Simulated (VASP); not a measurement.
# PbS (P-6m2) in VASP: a series of runs

PbS is run at these levels: PBE, LDA, RPBE+D3(BJ), PBEsol+D3(BJ); tasks: single point.

Everything below comes from runs of VASP 6.6.1. Logs are shortened: lines on timing, memory, paths and dates and some standing lists are left out, and cuts for length are marked.

### Step 1. The cell of the first run

It takes space group P-6m2 (No. 187, hexagonal). The conventional cell has a = 4.090 Å, b = 4.090 Å, c = 3.788 Å, α = 90.00°, β = 90.00°, γ = 120.00°. Within 4.1 Å of Pb (site symmetry -6m2) lie 6 S at 3.03 Å and 8 Pb at 3.79 to 4.09 Å. Within 4.1 Å of S (site symmetry -6m2) lie 6 Pb at 3.03 Å and 8 S at 3.79 to 4.09 Å.

### Step 2. Single point, PBE

Input file INCAR:

```
SYSTEM = PbS
PREC = Accurate ; ENCUT = 520
EDIFF = 1E-6 ; ISMEAR = 0
SIGMA = 0.022 ; LREAL = .FALSE.
LASPH = .TRUE. ; NELM = 100
ALGO = Normal ; ISIF = 2
LWAVE = .FALSE. ; LCHARG = .FALSE.
GGA = PE ; NBANDS = 17
```

Input file KPOINTS:

```
regular mesh
0
G
  8 8 7
  0 0 0
```

Input file POSCAR:

```
PbS
1.0
    4.0896976867      0.0000000000      0.0000000000
   -2.0448488433      3.5417820905      0.0000000000
    0.0000000000      0.0000000000      3.7881670000
Pb S
1 1
Direct
    0.0000000000      0.0000000000      0.0000000000
    0.6666666667      0.3333333333      0.5000000000
```

Potentials or basis: VASP PAW PBE potentials, release 64 (Pb_d, S).

On the command line:

```
$ cat potpaw_PBE.64/Pb_d/POTCAR potpaw_PBE.64/S/POTCAR > POTCAR
$ mpirun -np 1 vasp_std > vasp.out
```

OUTCAR:

```text
SYSTEM = PbS
   PREC = Accurate
   ENCUT = 520
   EDIFF = 1E-6
   ISMEAR = 0
   LREAL = .FALSE.
   LASPH = .TRUE.
   NELM = 100
   ISIF = 2
   GGA = PE

 ion  position               nearest neighbor table
   1  0.000  0.000  0.000-   2 3.03   2 3.03   2 3.03   2 3.03   2 3.03   2 3.03
   2  0.667  0.333  0.500-   1 3.03   1 3.03   1 3.03   1 3.03   1 3.03   1 3.03

  LATTYP: Found a hexagonal cell.
 ALAT       =     4.0896976867
 C/A-ratio  =     0.9262706660

  Lattice vectors:

 A1 = (   4.0896976867,   0.0000000000,   0.0000000000)
 A2 = (  -2.0448488433,   3.5417820905,   0.0000000000)
 A3 = (   0.0000000000,   0.0000000000,   3.7881670000)

Analysis of symmetry for initial positions (statically):
=====================================================================
 Subroutine PRICEL returns:
 Original cell was already a primitive cell.

 Routine SETGRP: Setting up the symmetry group for a
 hexagonal supercell.

 Subroutine GETGRP returns: Found 12 space group operations
 (whereof 12 operations were pure point group operations)
 out of a pool of 24 trial point group operations.

The static configuration has the point symmetry D_3h.

Analysis of symmetry for dynamics (positions and initial velocities):
=====================================================================
 Subroutine PRICEL returns:
 Original cell was already a primitive cell.

 Routine SETGRP: Setting up the symmetry group for a
 hexagonal supercell.

 Subroutine GETGRP returns: Found 12 space group operations
 (whereof 12 operations were pure point group operations)
 out of a pool of 24 trial point group operations.

The dynamic configuration has the point symmetry D_3h.

 Subroutine INISYM returns: Found 12 space group operations
 (whereof 12 operations are pure point group operations),
 and found     1 'primitive' translations

----------------------------------------------------------------------------------------

                                     Primitive cell

  volume of cell :      54.8709

  direct lattice vectors                    reciprocal lattice vectors
     4.089697687  0.000000000  0.000000000     0.244516851  0.141171870  0.000000000
    -2.044848843  3.541782090  0.000000000     0.000000000  0.282343740  0.000000000
     0.000000000  0.000000000  3.788167000     0.000000000  0.000000000  0.263979914

  length of vectors
     4.089697687  4.089697687  3.788167000     0.282343740  0.282343740  0.263979914

  position of ions in fractional coordinates (direct lattice)
     0.000000000  0.000000000  0.000000000
     0.666666667  0.333333333  0.500000000

  ion indices of the primitive-cell ions
   primitive index   ion index
                 1           1
                 2           2

----------------------------------------------------------------------------------------

 KPOINTS: regular mesh

Automatic generation of k-mesh.
 Grid dimensions read from file:
 generate k-points for:    8    8    7

 Generating k-lattice:

  Cartesian coordinates                     Fractional coordinates (reciprocal lattice)
     0.030564606  0.017646484  0.000000000     0.125000000  0.000000000  0.000000000
     0.000000000  0.035292967  0.000000000     0.000000000  0.125000000  0.000000000
     0.000000000  0.000000000  0.037711416     0.000000000  0.000000000  0.142857143

  Length of vectors
     0.035292967  0.035292967  0.037711416

  Shift w.r.t. Gamma in fractional coordinates (k-lattice)
     0.000000000  0.000000000  0.000000000

 Subroutine IBZKPT returns following result:
 ===========================================

 Found     40 irreducible k-points:

 Following reciprocal coordinates:
            Coordinates               Weight
  0.000000  0.000000  0.000000      1.000000
  0.125000  0.000000  0.000000      6.000000
  0.250000  0.000000  0.000000      6.000000
  0.375000  0.000000  0.000000      6.000000
  0.500000  0.000000  0.000000      3.000000
  0.125000  0.125000  0.000000      6.000000
[... 16 lines left out ...]
  0.250000  0.000000  0.285714     12.000000
  0.375000  0.000000  0.285714     12.000000
 [... further k-points ...]
   k-points           NKPTS =     40   k-points in BZ     NKDIM =     40   number of bands    NBANDS=     17
   number of dos      NEDOS =    301   number of ions     NIONS =      2
   total plane-waves  NPLWV =  25200
   dimension x,y,z NGX =    30 NGY =   30 NGZ =   28
   dimension x,y,z NGXF=    60 NGYF=   60 NGZF=   56
   ions per type =               1   1
   NGX,Y,Z   is equivalent  to a cutoff of  12.19, 12.19, 12.29 a.u.
   NGXF,Y,Z  is equivalent  to a cutoff of  24.39, 24.39, 24.58 a.u.
 SYSTEM =  PbS
   PREC   = accura    normal or accurate (medium, high low for compatibility)
   ISTART =      0    job   : 0-new  1-cont  2-samecut
   ICHARG =      2    charge: 1-file 2-atom 10-const
   ISPIN  =      1    spin polarized calculation?
   LNONCOLLINEAR =      F non collinear calculations
   LSORBIT =      F    spin-orbit coupling
   LASPH  =      T    aspherical Exc in radial PAW
   ENCUT  =  520.0 eV  38.22 Ry    6.18 a.u.   7.60  7.60  7.04*2*pi/ulx,y,z
   NELM   =    100;   NELMIN=  2; NELMDL= -5     # of ELM steps
   EDIFF  = 0.1E-05   stopping-criterion for ELM
   LREAL  =      F    real-space projection
   EDIFFG = 0.1E-04   stopping-criterion for IOM
   NSW    =      0    number of steps for IOM
   IBRION =     -1    ionic relax: 0-MD 1-quasi-New 2-CG
   NFREE  =      0    steps in history (QN), initial steepest desc. (CG)
   ISIF   =      2    stress and relaxation
   ISYM   =      2    0-nonsym 1-usesym 2-fastsym
   POTIM  = 0.5000    time-step for ionic-motion
   TEBEG  =    0.0;   TEEND  =   0.0 temperature during run
   PSTRESS=    0.0 pullay stress
   NELECT =      20.0000    total number of electrons
   NUPDOWN=      -1.0000    fix difference up-down
   EMIN   =  10.00;   EMAX   =-10.00  energy-range for DOS
   EFERMI =   0.00;   METHOD = LEGACY
   ISMEAR =     0;   SIGMA  =   0.02  broadening in eV -4-tet -1-fermi 0-gaus
   EFERMI_NEDOS =   21; number of points for ismear=-14 and -15
   IALGO  =     38    algorithm
   IMIX   =      4    mixing-type and parameters
     AMIX     =   0.40;   BMIX     =  1.00
     AMIX_MAG =   1.60;   BMIX_MAG =  1.00
  volume/ion in A,a.u.               =      27.44       185.14
  Fermi-wavevector in a.u.,A,eV,Ry     =   1.169421  2.209885 18.606576  1.367545
  Thomas-Fermi vector in A             =   2.305894
   LORBIT       =      0    0 simple, 1 ext, 2 COOP (PROOUT), +10 PAW based schemes
   GGA     = PE    functional components
   LHFCALC =     F    Hartree Fock is set to
   AEXX    =    0.0000 exact exchange contribution
   IVDW    =     0    specifies the selected vdW correction
   LEPSILON=     F    determine dielectric tensor
   LRPA    =     F    only Hartree local field effects (RPA)
 non-spin polarized calculation
 Gauss-broadening in eV      SIGMA  =   0.02
  energy-cutoff  :      520.00
  volume of cell :       54.87
 maximum number of plane-waves:      1502
   NGX = 15   NGY = 15   NGZ = 15

 number of electron      19.9999998 magnetization

 Free energy of the ion-electron system (eV)
  ---------------------------------------------------
  ext. energy  EPLUGINS =         0.00000000
  ---------------------------------------------------
  free energy    TOTEN  =        -8.52283084 eV

  energy without entropy =       -8.52283084  energy(sigma->0) =       -8.52283084

 E-fermi :   5.2066     XC(G=0):  -9.4358

 val. band max:        5.0979355812   @ k =   0.3750   0.2500   0.0000
 cond. band min:       5.3076761623   @ k =   0.3750   0.2500   0.4286
 fundamental gap:      0.2097405812
 Fermi energy:         5.2065630602

 k-point     1 :       0.0000    0.0000    0.0000
  band No.  band energies     occupation
      1     -11.7112      2.00000
      2     -11.6943      2.00000
      3     -11.6943      2.00000
      4     -11.5910      2.00000
      5     -11.5910      2.00000
      6      -7.9617      2.00000
[... 9 lines left out ...]
     16      16.2453      0.00000
     17      16.3316      0.00000

 k-point     2 :       0.1250    0.0000    0.0000
  band No.  band energies     occupation
      1     -11.7078      2.00000
      2     -11.6971      2.00000
      3     -11.6851      2.00000
      4     -11.5957      2.00000
      5     -11.5920      2.00000
      6      -7.8406      2.00000
[... 9 lines left out ...]
     16      15.3827      0.00000
     17      15.9769      0.00000

 k-point     3 :       0.2500    0.0000    0.0000
  band No.  band energies     occupation
      1     -11.7136      2.00000
      2     -11.6900      2.00000
      3     -11.6629      2.00000
      4     -11.6071      2.00000
      5     -11.5945      2.00000
      6      -7.5085      2.00000
[... 9 lines left out ...]
     16      15.7521      0.00000
     17      16.1994      0.00000

 k-point     4 :       0.3750    0.0000    0.0000
  band No.  band energies     occupation
      1     -11.7247      2.00000
      2     -11.6778      2.00000
      3     -11.6403      2.00000
      4     -11.6184      2.00000
      5     -11.5969      2.00000
      6      -7.0897      2.00000
[... 9 lines left out ...]
     16      16.1276      0.00000
     17      16.2307      0.00000

 k-point     5 :       0.5000    0.0000    0.0000
  band No.  band energies     occupation
      1     -11.7295      2.00000
      2     -11.6726      2.00000
      3     -11.6310      2.00000
      4     -11.6231      2.00000
      5     -11.5980      2.00000
      6      -6.8728      2.00000
[... 9 lines left out ...]
     16      16.3542      0.00000
     17      16.3979      0.00000

 k-point     6 :       0.1250    0.1250    0.0000
  band No.  band energies     occupation
      1     -11.7029      2.00000
      2     -11.7011      2.00000
      3     -11.6694      2.00000
      4     -11.6033      2.00000
      5     -11.5942      2.00000
      6      -7.6131      2.00000
[... 9 lines left out ...]
     16      15.4987      0.00000
     17      15.6872      0.00000

 k-point     7 :       0.2500    0.1250    0.0000
  band No.  band energies     occupation
      1     -11.7121      2.00000
      2     -11.6873      2.00000
      3     -11.6505      2.00000
      4     -11.6136      2.00000
      5     -11.5978      2.00000
      6      -7.2282      2.00000
[... 9 lines left out ...]
     16      15.4509      0.00000
     17      16.0191      0.00000

 k-point     8 :       0.3750    0.1250    0.0000
  band No.  band energies     occupation
      1     -11.7190      2.00000
      2     -11.6753      2.00000
      3     -11.6390      2.00000
      4     -11.6207      2.00000
      5     -11.6003      2.00000
      6      -6.8824      2.00000
[... 9 lines left out ...]
     16      15.0415      0.00000
     17      16.5260      0.00000
[... 203 lines left out ...]
      1     -11.7000      2.00000
      2     -11.6648      2.00000
      3     -11.6437      2.00000
      4     -11.6320      2.00000
      5     -11.6138      2.00000
      6      -6.7838      2.00000
[... 9 lines left out ...]
     16      16.1390      0.00000
     17      16.7110      0.00000

 k-point    20 :       0.3750    0.2500    0.1429
  band No.  band energies     occupation
      1     -11.6963      2.00000
      2     -11.6561      2.00000
      3     -11.6493      2.00000
      4     -11.6332      2.00000
      5     -11.6174      2.00000
      6      -6.6319      2.00000
[... 9 lines left out ...]
     16      15.3849      0.00000
     17      16.0397      0.00000

 k-point    21 :       0.0000    0.0000    0.2857
  band No.  band energies     occupation
      1     -11.6892      2.00000
      2     -11.6892      2.00000
      3     -11.6389      2.00000
      4     -11.6187      2.00000
      5     -11.6187      2.00000
      6      -7.3993      2.00000
[... 9 lines left out ...]
     16      13.5263      0.00000
     17      13.9903      0.00000

 k-point    22 :       0.1250    0.0000    0.2857
  band No.  band energies     occupation
      1     -11.6920      2.00000
      2     -11.6804      2.00000
      3     -11.6342      2.00000
      4     -11.6281      2.00000
      5     -11.6202      2.00000
      6      -7.2910      2.00000
[... 9 lines left out ...]
     16      14.0857      0.00000
     17      14.8263      0.00000

 k-point    23 :       0.2500    0.0000    0.2857
  band No.  band energies     occupation
      1     -11.7010      2.00000
      2     -11.6591      2.00000
      3     -11.6516      2.00000
      4     -11.6237      2.00000
      5     -11.6191      2.00000
      6      -7.0040      2.00000
[... 9 lines left out ...]
     16      14.2843      0.00000
     17      16.0253      0.00000

 k-point    24 :       0.3750    0.0000    0.2857
  band No.  band energies     occupation
      1     -11.7124      2.00000
      2     -11.6715      2.00000
      3     -11.6378      2.00000
      4     -11.6269      2.00000
      5     -11.6045      2.00000
      6      -6.6674      2.00000
[... 9 lines left out ...]
     16      15.5909      0.00000
     17      17.2415      0.00000

 [... further k-points ...]

------------------------ aborting loop because EDIFF is reached ----------------------------------------

  FORCE on cell =-STRESS in cart. coord.  units (eV):
  Direction    XX          YY          ZZ          XY          YZ          ZX
  --------------------------------------------------------------------------------------
  -------------------------------------------------------------------------------------
  Total        0.0050361      0.0050361     -0.0058101      0.0000000      0.0000000     -0.0000000
  in kB        0.1470486      0.1470486     -0.1696495      0.0000000      0.0000000     -0.0000000
  external PRESSURE =       0.0414826 kB  Pullay stress =       0.0000000 kB

 VOLUME and BASIS-vectors are now :
 -----------------------------------------------------------------------------
  energy-cutoff  :      520.00
  volume of cell :       54.87
      direct lattice vectors                 reciprocal lattice vectors
     4.089697687  0.000000000  0.000000000     0.244516851  0.141171870  0.000000000
    -2.044848843  3.541782090  0.000000000     0.000000000  0.282343740  0.000000000
     0.000000000  0.000000000  3.788167000     0.000000000  0.000000000  0.263979914

 POSITION                                       TOTAL-FORCE (eV/Angst)
 -----------------------------------------------------------------------------------
      0.00000      0.00000      0.00000         0.000000      0.000000      0.000000
      2.04485      1.18059      1.89408         0.000000     -0.000000      0.000000
 -----------------------------------------------------------------------------------
    total drift:                               -0.000000      0.000000      0.000000

  FREE ENERGIE OF THE ION-ELECTRON SYSTEM (eV)
  ---------------------------------------------------
  free  energy   TOTEN  =        -8.5228308396 eV

  energy  without entropy=       -8.5228308396  energy(sigma->0) =       -8.52283084
```

It took 42 s on 1 thread of Intel Xeon 8259CL, shared host; peak memory 0.18 GiB.

Results:

```
Free energy            : -8.5228 eV
Pressure               : 0.0 GPa
Band gap on the k mesh : 0.21 eV (least direct gap 1.65 eV)
```

Caveat: spin-orbit coupling is left out, which moves the levels of the heavy elements; an odd mesh through Γ misses points on the zone boundary, where band edges can lie.

(Part 1 of 2 ends here.)
